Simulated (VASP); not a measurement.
Input of a VASP 6.6.1 run:

File INCAR:

```
SYSTEM = Al9N
PREC = Accurate
ENCUT = 520
EDIFF = 1E-6
ISMEAR = 0
SIGMA = 0.1
LREAL = .FALSE.
LASPH = .TRUE.
NELM = 80
ALGO = Normal
ISIF = 2
LWAVE = .FALSE.
LCHARG = .FALSE.
LDIPOL = .TRUE.
IDIPOL = 3
DIPOL = 0.5 0.5 0.506
GGA = PS
NBANDS = 27
```

File KPOINTS:

```
regular mesh
0
G
  12 12 1
  0 0 0
```

File POSCAR:

```
Al9N
1.0
    2.8362844918      0.0000000000      0.0000000000
   -1.4181422459      2.4562944222      0.0000000000
    0.0000000000      0.0000000000     37.6442989108
Al N
9 1
Direct
    0.3333333333      0.6666666666      0.2257978033
    0.0000000000      0.0000000000      0.2877072406
    0.6666666667      0.3333333333      0.3496166779
    0.0000000000      0.0000000000      0.4115261153
    0.3333333333      0.6666666666      0.4729161237
    0.0000000000      0.0000000000      0.5342805556
    0.6666666667      0.3333333333      0.5966221375
    0.0000000000      0.0000000000      0.6583877038
    0.3333333333      0.6666666666      0.7209215701
    0.3333333333      1.1666666666      0.7994403331
```

Potentials or basis: VASP PAW PBE potentials, release 64 (Al, N).

The run is started by

```sh
$ cat potpaw_PBE.64/Al/POTCAR potpaw_PBE.64/N/POTCAR > POTCAR
$ mpirun -np 1 vasp_std > vasp.out
```

Problem. What does it give for the band gap on the k mesh?

Solution. Zero (bands 16 and 17 overlap by 2.56 eV).

Problem. Estimate the largest force.

Solution. 1.098 eV/Å.

Forces on the atoms (eV/Å):
```
Al  -0.001  0.000 -0.056
Al   0.001  0.000  0.061
Al  -0.006 -0.003 -0.035
Al   0.008  0.004 -0.009
Al   0.001  0.001 -0.014
Al  -0.012 -0.007  0.033
Al   0.016  0.009 -0.003
Al  -0.029 -0.017 -0.009
Al  -0.002 -0.001  1.098
N    0.024  0.014 -1.067
```

Caveat: the PAW data sets were made with another functional, which shifts forces and pressure a little.
